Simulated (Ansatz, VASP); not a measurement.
**NiO: VASP beside Ansatz**

```
Ni O
1.0
     0.00000    2.08590    2.08590
     2.08590    0.00000    2.08590
     2.08590    2.08590    0.00000
Ni O
1 1
Cartesian
  0.0000 0.0000 0.0000
  2.0859 2.0859 2.0859
```

Alike in both runs: task single point; functional LDA; k mesh 11 × 11 × 11; occupations fermi-dirac, width 0.05 eV; collinear spin.

```csv
,VASP,Ansatz
version,VASP 6.6.1,Ansatz 0.2.0
potentials or method,"VASP PAW LDA potentials, release 64 (Ni, O), cutoff 520 eV","all-electron LAPW, scalar-relativistic"
```

Ansatz gave:

* gap on the k mesh at the Fermi level (eV): none
* pressure (GPa): -19.8
* net moment per atom (μB): 0.15
* size of the moment on the site where the two differ most (μB): 0.26

Q: What did VASP give for the same quantities?

A: gap on the k mesh at the Fermi level (eV): none; pressure (GPa): -19.6; net moment per atom (μB): 0.12; size of the moment on the site where the two differ most (μB): 0.20.

LDA's correlation is that of Perdew and Zunger in VASP and of Perdew and Wang (1992) in Ansatz. Site moments also hang on the region over which each program counts them. A gap of «none» marks a metal or a gap that the smearing closes. Ansatz ran all-electron here, and VASP with PAW potentials.
